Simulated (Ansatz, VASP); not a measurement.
## C in VASP and in Ansatz

```
C
1.0
     1.23460    0.71280   10.36701
    -1.23460    0.71280   10.36701
     0.00000   -1.42559   10.36701
C
10
Direct
  0.02483 0.02483 0.02483
  0.97517 0.97517 0.97517
  0.10868 0.10868 0.10868
  0.89132 0.89132 0.89132
  0.15837 0.15837 0.15837
  0.84163 0.84163 0.84163
  0.37486 0.37486 0.37486
  0.62514 0.62514 0.62514
  0.42532 0.42532 0.42532
  0.57468 0.57468 0.57468
```

Alike in both runs: task single point; functional PBE; k mesh 12 × 12 × 12; occupations gaussian, width 0.05 eV; no spin polarisation.

|  | VASP | Ansatz |
| --- | --- | --- |
| version | VASP 6.6.1 | Ansatz 0.2.0 |
| potentials or method | VASP PAW PBE potentials, release 64 (C), cutoff 520 eV | scalar-relativistic, plane waves, PAW |
| valence electrons in the cell | 40 | 40 |

|  | VASP | Ansatz | Ansatz less VASP |
| --- | --- | --- | --- |
| gap on the k mesh at the Fermi level (eV) | 4.69 | 4.71 | +0.011 |
| least direct gap on the mesh (eV) | 5.09 | 5.09 | +0.004 |
| pressure (GPa) | 19.9 | 19.1 | -0.79 |
| traceless stress, the component that is largest in VASP (GPa) | -17.36 | -17.23 | +0.129 |
| rms of the force components (eV/Å) | 0.058 | 0.053 | -0.0053 |

Atom by atom the forces differ by 0.005 eV/Å (rms over components). With one functional, cell and mesh, what is left measures potentials, basis and numerics.
